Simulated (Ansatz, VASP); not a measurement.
Two plane-wave programs on MgO

POSCAR

```
MgO
1.0
    0.0000000000      2.3061600000      2.3061600000
    2.3061600000      0.0000000000      2.3061600000
    2.3061600000      2.3061600000      0.0000000000
Mg O
1 1
Direct
    0.5000000000      0.5000000000      0.5000000000
    0.7500000000      0.7500000000      0.7500000000
```

File INCAR.step1:

```
PREC = Accurate ; ENCUT = 520
EDIFF = 1E-5 ; ISMEAR = -1
SIGMA = 0.05 ; LREAL = F
LASPH = T ; NELM = 60
ALGO = Normal ; ISIF = 2
LWAVE = T ; GGA = PE
NBANDS = 11
```

File INCAR.step2:

```
PREC = Accurate ; ENCUT = 520
EDIFF = 1E-6 ; ISMEAR = -1
SIGMA = 0.05 ; LREAL = F
LASPH = T ; NELM = 60
ALGO = Normal ; ISIF = 2
LWAVE = F ; LCHARG = T
GGA = PS ; LHFCALC = T
AEXX = 0.25 ; PRECFOCK = Normal
LELF = T ; LVHAR = T
ISTART = 1 ; NBANDS = 11
```

Contents of KPOINTS:

```
regular mesh
0
Gamma
  5 5 5
```

File input:

```
crystal:
  lattice:
    - [0.0, 2.30616, 2.30616]
    - [2.30616, 0.0, 2.30616]
    - [2.30616, 2.30616, 0.0]
  atoms:
    - { symbol: Mg, position: [0.5, 0.5, 0.5] }
    - { symbol: O, position: [0.75, 0.75, 0.75] }
hamiltonian:
  xc: { exchange: pbesol, correlation: pbesol, exx: { coeff: 0.25 } }
  pseudopotentials: { kind: paw }
kpoints:
  mp_grid: { grid: [5, 5, 5] }
  band_path:
    path:
      - [[0.0, 0.0, 0.0], [0.5, 0.0, 0.5], [0.5, 0.25, 0.75], [0.375, 0.375, 0.75], [0.0, 0.0, 0.0], [0.5, 0.5, 0.5], [0.625, 0.25, 0.625], [0.5, 0.25, 0.75], [0.5, 0.5, 0.5], [0.375, 0.375, 0.75]]
      - [[0.625, 0.25, 0.625], [0.5, 0.0, 0.5]]
    npoints: 4
scf:
  occupations: { method: fermi_dirac, width: 0.05 }
  n_extra_bands: 6
output:
  forces: true
  stress: true
  eigenvalues: true
  fatbands: false
```

Alike in both runs: functional PBEsol-based global hybrid; k mesh 5 × 5 × 5; occupations fermi-dirac, width 0.05 eV; no spin polarisation.

```csv
,VASP,Ansatz
version,VASP 6.6.1,Ansatz 0.2.0
potentials or method,"VASP PAW PBE potentials, release 64 (Mg, O)",Ansatz PAW
plane-wave cutoff (eV),520,420
valence electrons in the cell,8,16
task,single point,band structure
```

```csv
,VASP,Ansatz,Ansatz less VASP
gap on the k mesh at the Fermi level (eV),5.70,5.68,-0.012
least direct gap on the mesh (eV),5.70,5.68,-0.012
pressure (GPa),-6.0,-5.8,+0.16
```

VASP's potentials were made for PBE, not for PBEsol-based global hybrid. With one functional, cell and mesh, what is left measures potentials, basis and numerics. VASP's potentials hold 8 valence electrons a cell and Ansatz's 16, so a difference there can come from the potentials and not from the codes.

The k mesh is coarse, so the values compare programs but aren't converged.
